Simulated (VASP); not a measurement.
# NaF (Fm-3m) in VASP: notebook

Runs on NaF. Level: r2SCAN. Tasks: relaxation of the atoms, single point.

Program: VASP 6.6.1. These are calculated values, not measurements. Logs are shortened: lines on timing, memory, paths and dates and some standing lists are left out, and cuts for length are marked.

## (1) The cell of the first run

The structure is cubic, space group Fm-3m (No. 225). The conventional cell has a = 4.533 Å, b = 4.533 Å, c = 4.533 Å, α = 90.00°, β = 90.00°, γ = 90.00°. Within 3.0 Å of Na (site symmetry m-3m) lie 6 F at 2.27 Å. F (site symmetry m-3m) has 6 Na at 2.27 Å within 3.0 Å.

## (2) Relaxation of the atoms, r2SCAN

Contents of POSCAR:

```
NaF
1.0
    0.0000000000      2.2664974400      2.2664974400
    2.2664974400      0.0000000000      2.2664974400
    2.2664974400      2.2664974400      0.0000000000
Na F
1 1
Direct
    0.0000000000      0.0000000000      0.0000000000
    0.5000000000      0.5000000000      0.5000000000
```

Contents of INCAR.step1:

```
SYSTEM = NaF
ALGO     = Normal         ! electronic algorithm
EDIFF    = 1E-4           ! SCF threshold, eV
ENCUT    = 520            ! plane-wave cutoff, eV
GGA      = PE             ! functional
ISMEAR   = -1             ! smearing method
LASPH    = .True.         ! aspherical terms in the spheres
LCHARG   = .False.        ! write CHGCAR
LREAL    = .False.        ! projectors in reciprocal space
LWAVE    = .True.         ! write WAVECAR
NELM     = 60             ! most SCF steps
PREC     = Accurate       ! precision mode
SIGMA    = 0.02           ! smearing width, eV
```

Contents of INCAR.step2:

```
SYSTEM = NaF
ALGO     = Normal         ! electronic algorithm
EDIFF    = 1E-6           ! SCF threshold, eV
EDIFFG   = -0.01          ! ionic threshold
ENCUT    = 520            ! plane-wave cutoff, eV
IBRION   = 2              ! ionic algorithm
ISIF     = 2              ! what is computed and relaxed
ISMEAR   = -1             ! smearing method
ISTART   = 1            
LASPH    = .True.         ! aspherical terms in the spheres
LCHARG   = .False.        ! write CHGCAR
LMIXTAU  = .True.       
LREAL    = .False.        ! projectors in reciprocal space
LWAVE    = .False.        ! write WAVECAR
METAGGA  = R2SCAN         ! meta-GGA
NELM     = 60             ! most SCF steps
NSW      = 50             ! ionic steps
PREC     = Accurate       ! precision mode
SIGMA    = 0.02           ! smearing width, eV
```

Contents of KPOINTS:

```
k-points
0
Gamma
  10 10 10
  0 0 0
```

Potentials or basis: VASP PAW PBE potentials, release 64 (Na_pv, F).

On the command line:

```console
$ cat potpaw_PBE.64/Na_pv/POTCAR potpaw_PBE.64/F/POTCAR > POTCAR
$ cp INCAR.step1 INCAR
$ mpirun -np 1 vasp_std > vasp.out
$ cp INCAR.step2 INCAR
$ mpirun -np 1 vasp_std > vasp.out
```

OUTCAR:

```text
SYSTEM = NaF
   EDIFF = 1E-6
   EDIFFG = -0.01
   ENCUT = 520
   IBRION = 2
   ISIF = 2
   ISMEAR = -1
   ISTART = 1
   LASPH = .True.
   LREAL = .False.
   METAGGA = R2SCAN
   NELM = 60
   NSW = 50
   PREC = Accurate

 ion  position               nearest neighbor table
   1  0.000  0.000  0.000-   2 2.27   2 2.27   2 2.27   2 2.27   2 2.27   2 2.27
   2  0.500  0.500  0.500-   1 2.27   1 2.27   1 2.27   1 2.27   1 2.27   1 2.27

  LATTYP: Found a face centered cubic cell.
 ALAT       =     4.5329948800

  Lattice vectors:

 A1 = (   0.0000000000,   2.2664974400,   2.2664974400)
 A2 = (   2.2664974400,   0.0000000000,   2.2664974400)
 A3 = (   2.2664974400,   2.2664974400,   0.0000000000)

Analysis of symmetry for initial positions (statically):
=====================================================================
 Subroutine PRICEL returns:
 Original cell was already a primitive cell.

 Routine SETGRP: Setting up the symmetry group for a
 face centered cubic supercell.

 Subroutine GETGRP returns: Found 48 space group operations
 (whereof 48 operations were pure point group operations)
 out of a pool of 48 trial point group operations.

The static configuration has the point symmetry O_h .

Analysis of symmetry for dynamics (positions and initial velocities):
=====================================================================
 Subroutine PRICEL returns:
 Original cell was already a primitive cell.

 Routine SETGRP: Setting up the symmetry group for a
 face centered cubic supercell.

 Subroutine GETGRP returns: Found 48 space group operations
 (whereof 48 operations were pure point group operations)
 out of a pool of 48 trial point group operations.

The dynamic configuration has the point symmetry O_h .

 Subroutine INISYM returns: Found 48 space group operations
 (whereof 48 operations are pure point group operations),
 and found     1 'primitive' translations

----------------------------------------------------------------------------------------

                                     Primitive cell

  volume of cell :      23.2860

  direct lattice vectors                    reciprocal lattice vectors
     0.000000000  2.266497440  2.266497440    -0.220604705  0.220604705  0.220604705
     2.266497440  0.000000000  2.266497440     0.220604705 -0.220604705  0.220604705
[... 91 lines left out ...]
   ISIF   =      2    stress and relaxation
   ISYM   =      2    0-nonsym 1-usesym 2-fastsym
   POTIM  = 0.5000    time-step for ionic-motion
   TEBEG  =    0.0;   TEEND  =   0.0 temperature during run
   PSTRESS=    0.0 pullay stress
   NELECT =      14.0000    total number of electrons
   NUPDOWN=      -1.0000    fix difference up-down
   EMIN   =  10.00;   EMAX   =-10.00  energy-range for DOS
   EFERMI =   0.00;   METHOD = LEGACY
   ISMEAR =    -1;   SIGMA  =   0.02  broadening in eV -4-tet -1-fermi 0-gaus
   EFERMI_NEDOS =   21; number of points for ismear=-14 and -15
   IALGO  =     38    algorithm
   IMIX   =      4    mixing-type and parameters
     AMIX     =   0.40;   BMIX     =  1.00
     AMIX_MAG =   1.60;   BMIX_MAG =  1.00
  volume/ion in A,a.u.               =      11.64        78.57
  Fermi-wavevector in a.u.,A,eV,Ry     =   1.381717  2.611066 25.975433  1.909140
  Thomas-Fermi vector in A             =   2.506475
   LORBIT       =      0    0 simple, 1 ext, 2 COOP (PROOUT), +10 PAW based schemes
   METAGGA = R2SCAN    functional components
   LHFCALC =     F    Hartree Fock is set to
   AEXX    =    0.0000 exact exchange contribution
   IVDW    =     0    specifies the selected vdW correction
   LEPSILON=     F    determine dielectric tensor
   LRPA    =     F    only Hartree local field effects (RPA)
 conjugate gradient relaxation of ions
 non-spin polarized calculation
  energy-cutoff  :      520.00
  volume of cell :       23.29
 maximum number of plane-waves:       636
   NGX = 11   NGY = 11   NGZ = 11

 number of electron      14.0000008 magnetization

 Free energy of the ion-electron system (eV)
  ---------------------------------------------------
  ext. energy  EPLUGINS =         0.00000000
  ---------------------------------------------------
  free energy    TOTEN  =       -12.60007589 eV

  energy without entropy =      -12.60007589  energy(sigma->0) =      -12.60007589

 E-fermi :  -1.9721     XC(G=0): -10.1310

 val. band max:       -2.4335787967   @ k =   0.0000   0.0000   0.0000
 cond. band min:       5.1285142259   @ k =   0.0000   0.0000   0.0000
 fundamental gap:      7.5620930225
 Fermi energy:        -1.9720549937

 k-point     1 :       0.0000    0.0000    0.0000
  band No.  band energies     occupation
      1     -22.8443      2.00000
      2     -21.7352      2.00000
      3     -21.7348      2.00000
      4     -21.7348      2.00000
      5      -2.4337      2.00000
      6      -2.4336      2.00000
      7      -2.4336      2.00000
      8       5.1285      0.00000
      9      17.8286      0.00000
     10      17.8286      0.00000
     11      17.8286      0.00000
[... 309 lines left out ...]
 k-point    24 :       0.4000    0.3000    0.0000
  band No.  band energies     occupation
      1     -22.8604      2.00000
      2     -21.7923      2.00000
      3     -21.7821      2.00000
      4     -21.5855      2.00000
      5      -3.6921      2.00000
      6      -2.8482      2.00000
      7      -2.7883      2.00000
      8       9.6154      0.00000
      9      12.3635      0.00000
     10      16.2746      0.00000
     11      19.1921      0.00000

 [... further k-points ...]

------------------------ aborting loop because EDIFF is reached ----------------------------------------

  FORCE on cell =-STRESS in cart. coord.  units (eV):
  Direction    XX          YY          ZZ          XY          YZ          ZX
  --------------------------------------------------------------------------------------
  -------------------------------------------------------------------------------------
  Total        0.2490501      0.2490501      0.2490501      0.0000000      0.0000000     -0.0000000
  in kB       17.1356928     17.1356928     17.1356928      0.0000000      0.0000000     -0.0000000
  external PRESSURE =      17.1356928 kB  Pullay stress =       0.0000000 kB

 VOLUME and BASIS-vectors are now :
 -----------------------------------------------------------------------------
  energy-cutoff  :      520.00
  volume of cell :       23.29
      direct lattice vectors                 reciprocal lattice vectors
     0.000000000  2.266497440  2.266497440    -0.220604705  0.220604705  0.220604705
     2.266497440  0.000000000  2.266497440     0.220604705 -0.220604705  0.220604705
     2.266497440  2.266497440  0.000000000     0.220604705  0.220604705 -0.220604705

 POSITION                                       TOTAL-FORCE (eV/Angst)
 -----------------------------------------------------------------------------------
      0.00000      0.00000      0.00000         0.000000     -0.000000      0.000000
      2.26650      2.26650      2.26650         0.000000      0.000000     -0.000000
 -----------------------------------------------------------------------------------
    total drift:                                0.000000     -0.000000      0.000000

  FREE ENERGIE OF THE ION-ELECTRON SYSTEM (eV)
  ---------------------------------------------------
  free  energy   TOTEN  =       -12.6000758864 eV

  energy  without entropy=      -12.6000758864  energy(sigma->0) =      -12.60007589

 reached required accuracy - stopping structural energy minimisation
```

Run time: 12 s. Hardware: 1 thread of Intel Xeon 6975P-C (Granite Rapids), shared host; peak memory 0.14 GiB.

Results:

```
Free energy             : -12.6001 eV
Pressure after relaxing : 1.7 GPa
Band gap on the k mesh  : 7.56 eV
```

Final structure:
```xyz
2
Lattice="0.0000 2.2665 2.2665 2.2665 0.0000 2.2665 2.2665 2.2665 0.0000" Properties=species:S:1:pos:R:3 pbc="T T T"
Na    0.0000    0.0000    0.0000
F     2.2665    2.2665    2.2665
```

Caveat: the relaxation stopped at its first step, so nothing moved; the PAW data sets were made with another functional, which shifts forces and pressure a little.

## (3) Relaxation of the atoms, r2SCAN

This run uses another cell than the first one, of 11.89 Å³/atom.

Contents of POSCAR:

```
NaF
1.0
    0.0000000000      2.2821289500      2.2821289500
    2.2821289500      0.0000000000      2.2821289500
    2.2821289500      2.2821289500      0.0000000000
Na F
1 1
Direct
    0.0000000000      0.0000000000      0.0000000000
    0.5000000000      0.5000000000      0.5000000000
```

Contents of INCAR.step1:

```
  PREC = Accurate
  ENCUT = 520
  ISMEAR = -1
  SIGMA = 0.02
  LREAL = False
  LASPH = True
  NELM = 80
  GGA = PE
  ALGO = Normal
  EDIFF = 1E-4
  LWAVE = True
  LCHARG = False
```

Contents of INCAR.step2:

```
  PREC = Accurate
  ENCUT = 520
  EDIFF = 1E-6
  ISMEAR = -1
  SIGMA = 0.02
  LREAL = False
  LASPH = True
  NELM = 80
  ALGO = Normal
  ISIF = 2
  LWAVE = False
  LCHARG = False
  METAGGA = R2SCAN
  LMIXTAU = True
  IBRION = 2
  NSW = 50
  EDIFFG = -0.01
  ISTART = 1
```

Contents of KPOINTS:

```
regular mesh
0
Gamma
  10 10 10
```

Potentials or basis: VASP PAW PBE potentials, release 64 (Na_pv, F).

On the command line:

```console
$ cat potpaw_PBE.64/Na_pv/POTCAR potpaw_PBE.64/F/POTCAR > POTCAR
$ cp INCAR.step1 INCAR
$ mpirun -np 1 vasp_std > vasp.out
$ cp INCAR.step2 INCAR
$ mpirun -np 1 vasp_std > vasp.out
```

Run time: 13 s. Hardware: 1 thread of Intel Xeon 6975P-C (Granite Rapids), shared host; peak memory 0.14 GiB.

It converged, with:

```yaml
Free_energy: -12.6035 eV
Pressure_after_relaxing: 0.3 GPa
Band_gap_on_the_k_mesh: 7.44 eV
```

Final structure:
```cif
data_structure
_symmetry_space_group_name_H-M 'P 1'
_symmetry_Int_Tables_number 1
_cell_length_a 3.2274
_cell_length_b 3.2274
_cell_length_c 3.2274
_cell_angle_alpha 60.000
_cell_angle_beta 60.000
_cell_angle_gamma 60.000
_cell_volume 23.77
loop_
_atom_site_label
_atom_site_type_symbol
_atom_site_fract_x
_atom_site_fract_y
_atom_site_fract_z
_atom_site_occupancy
Na1 Na 0.00000 0.00000 0.00000 1
F1 F 0.50000 0.50000 0.50000 1
```

Levels at points of the mesh, in eV from the valence-band top:
```
           k point  band 5  band 6  band 7  band 8  band 9  band 10
(0.00, 0.00, 0.00)    0.00    0.00    0.00    7.44   20.11    20.11
(0.50, 0.00, 0.00)   -1.65   -0.29   -0.29   11.93   13.82    21.93
(0.50, 0.50, 0.00)   -1.33   -0.42   -0.42   14.08   14.46    15.32
```

Caveat: the relaxation stopped at its first step, so nothing moved; the PAW data sets were made with another functional, which shifts forces and pressure a little.

## (4) Single point, r2SCAN

This run uses another cell than the first one, of 12.86 Å³/atom.

Contents of POSCAR:

```
NaF
1.0
    0.0000000000      2.3426106400      2.3426106400
    2.3426106400      0.0000000000      2.3426106400
    2.3426106400      2.3426106400      0.0000000000
Na F
1 1
Direct
    0.0000000000      0.0000000000      0.0000000000
    0.5000000000      0.5000000000      0.5000000000
```

Contents of INCAR.step1:

```
SYSTEM = NaF
PREC = Accurate ; ENCUT = 970
ISMEAR = -1 ; SIGMA = 0.02
LREAL = .FALSE. ; LASPH = .TRUE.
NELM = 120 ; NBANDS = 15
GGA = PE ; ALGO = Normal
EDIFF = 1E-5 ; LWAVE = .TRUE.
LCHARG = .FALSE. ; GGA_COMPAT = .FALSE.
```

Contents of INCAR.step2:

```
SYSTEM = NaF
PREC = Accurate ; ENCUT = 970
EDIFF = 1E-6 ; ISMEAR = -1
SIGMA = 0.02 ; LREAL = .FALSE.
LASPH = .TRUE. ; NELM = 120
ALGO = Normal ; ISIF = 2
LWAVE = .FALSE. ; LCHARG = .FALSE.
METAGGA = R2SCAN ; LMIXTAU = .TRUE.
NBANDS = 15 ; ISTART = 1
GGA_COMPAT = .FALSE.
```

Contents of KPOINTS:

```
Automatic mesh
0
G
  10 10 10
  0 0 0
```

Potentials or basis: VASP PAW PBE potentials, release 64 (Na_sv, F).

On the command line:

```console
$ cat potpaw_PBE.64/Na_sv/POTCAR potpaw_PBE.64/F/POTCAR > POTCAR
$ cp INCAR.step1 INCAR
$ mpirun -np 1 vasp_std > vasp.out
$ cp INCAR.step2 INCAR
$ mpirun -np 1 vasp_std > vasp.out
```

Run time: 3.5 min. Hardware: 1 thread of Intel Xeon Platinum 8488C (Sapphire Rapids), shared host; peak memory 0.22 GiB.

It converged, with:

```yaml
Free_energy: -12.5612 eV
Pressure: -3.3 GPa
Band_gap_on_the_k_mesh: 6.95 eV
```

Levels at points of the mesh, in eV from the valence-band top:
```
           k point  band 5  band 6  band 7  band 8  band 9  band 10  band 11  band 12
(0.00, 0.00, 0.00)  -19.57    0.00    0.00    0.00    6.95    19.83    19.83    19.83
(0.50, 0.00, 0.00)  -19.07   -1.48   -0.24   -0.24   11.40    13.15    21.01    21.01
(0.50, 0.50, 0.00)  -19.61   -1.22   -0.39   -0.39   13.76    13.97    14.50    20.63
```

Caveat: the cell stands under tension; the PAW data sets were made with another functional, which shifts forces and pressure a little. A k mesh can miss the band edges.

## (5) Summary

```csv
task,potentials or basis,cell,cutoff (eV),mended,gap on the mesh (eV),pressure (GPa)
relaxation of the atoms,"VASP PAW PBE potentials, release 64 (Na_pv, F)","atoms relaxed from a = 3.205 Å, angles 60.0°, 2 atoms",520,-,7.56,1.7
relaxation of the atoms,"VASP PAW PBE potentials, release 64 (Na_pv, F)","atoms relaxed from a = 3.227 Å, angles 60.0°, 2 atoms",520,-,7.44,0.3
single point,"VASP PAW PBE potentials, release 64 (Na_sv, F)","a = 3.313 Å, angles 60.0°, 2 atoms",970,yes,6.95,-3.3
```

Alike in all rows: level r2SCAN; no spin polarisation; k mesh 10 × 10 × 10; smearing fermi-dirac 0.02 eV.

Caveats: the PAW data sets were made with another functional, which shifts forces and pressure a little; the relaxation stopped at its first step, so nothing moved (at least some runs); the cell stands under tension (at least some runs).

Total energies depend on the potentials used, so only differences within one code and one set of settings carry meaning.
